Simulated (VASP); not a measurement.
Set up this calculation in VASP 6.6.1, as the native input.

```yaml
Task: single point
Functional: PBEsol
Potentials_or_basis: VASP PAW PBE potentials, release 64 (Pt, Se)
Cutoff: 520 eV
k_mesh: 6 × 6 × 4
Occupations: fermi-dirac, width 0.05 eV
Spin: non-collinear spin, zero start, spin-orbit coupling
Starting_moments: "[[0.0, 0.0, 0.0], [0.0, 0.0, 0.0], [0.0, 0.0, 0.0]] μB"
Dipole_correction: no
Further_INCAR_settings: ALGO = Normal; EDIFF = 1e-06; NBANDS = 35
```

The structure of PtSe2 (Sudovikovite) lies in POSCAR:

```
PtSe2
1.0
    3.7240000000      0.0000000000      0.0000000000
   -1.8620000000      3.2250786037      0.0000000000
    0.0000000000      0.0000000000      5.0620000000
Pt Se
1 2
Direct
    0.0000000000      0.0000000000      0.0000000000
    0.6666666667      0.3333333333      0.7500000000
    0.3333333333      0.6666666667      0.2500000000
```

These files were run (other wordings do the same):

INCAR

```
SYSTEM = PtSe2
PREC     = Accurate       ! precision mode
ENCUT    = 520            ! plane-wave cutoff, eV
EDIFF    = 1E-6           ! SCF threshold, eV
ISMEAR   = -1             ! smearing method
SIGMA    = 0.05           ! smearing width, eV
LREAL    = .False.        ! projectors in reciprocal space
LASPH    = .True.         ! aspherical terms in the spheres
NELM     = 150            ! most SCF steps
ALGO     = Normal         ! electronic algorithm
ISIF     = 2              ! what is computed and relaxed
LWAVE    = .False.        ! write WAVECAR
LCHARG   = .False.        ! write CHGCAR
MAGMOM   = 0 0 0 0 0 0 0 0 0 ! initial moments
LORBIT   = 11             ! projections on sites
LSORBIT  = .True.         ! spin-orbit coupling
GGA_COMPAT= .False.      
LORBMOM  = .True.       
LMAXMIX  = 4              ! l up to which the mixer works
GGA      = PS             ! functional
NBANDS   = 35             ! bands
```

KPOINTS

```
regular mesh
0
Gamma
  6 6 4
  0 0 0
```

Potentials or basis: VASP PAW PBE potentials, release 64 (Pt, Se).

The run is started by

```console
$ cat potpaw_PBE.64/Pt/POTCAR potpaw_PBE.64/Se/POTCAR > POTCAR
$ mpirun -np 1 vasp_ncl > vasp.out
```

Results of the run:

* Pressure: 2.4 GPa
* Largest force: 0.374 eV/Å
* Net moment: 0.00 μB per cell
* Valence electrons inside the program's atomic spheres: Pt 9.45; Se 3.79

Caveat: the PAW data sets were made with another functional, which shifts forces and pressure a little.

It took 2.1 min on 1 thread of Intel Xeon 6975P-C (shared host), peak memory 0.34 GiB.
